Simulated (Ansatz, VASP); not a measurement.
**Y2GeS: VASP beside Ansatz**

```xyz
4
Lattice="-2.3915 2.3915 3.8547 2.3915 -2.3915 3.8547 2.3915 2.3915 -3.8547" Properties=species:S:1:pos:R:3 pbc="T T T"
Y     0.0000    2.3915    0.0000
Y     2.3915    0.0000    0.0000
Ge    0.0000    0.0000    3.8547
S     0.0000    0.0000    0.0000
```

Alike in both runs: task relaxation of cell and atoms; functional PBE; k mesh 6 × 6 × 6; occupations gaussian, width 0.1 eV; no spin polarisation.

|  | VASP | Ansatz |
| --- | --- | --- |
| version | VASP 6.6.1 | Ansatz 0.2.0 |
| potentials or method | VASP PAW PBE potentials, release 64 (Y_sv, Ge_d, S), cutoff 600 eV | scalar-relativistic, plane waves, PAW |
| valence electrons in the cell | 42 | 42 |

```tsv
	VASP	Ansatz	Ansatz less VASP
gap on the k mesh at the Fermi level, each at its own relaxed structure (eV)	none	none	-
relaxed volume (Å³/atom)	35.28	35.71	+0.430
relaxed length of the cell vector where the two differ most in proportion (Å)	6.080	6.119	+0.0392
```

A gap of «none» marks a metal or a gap that the smearing closes.

Noted on VASP's run: the volume moved by over 15 % at a fixed basis, so the end points are rough.
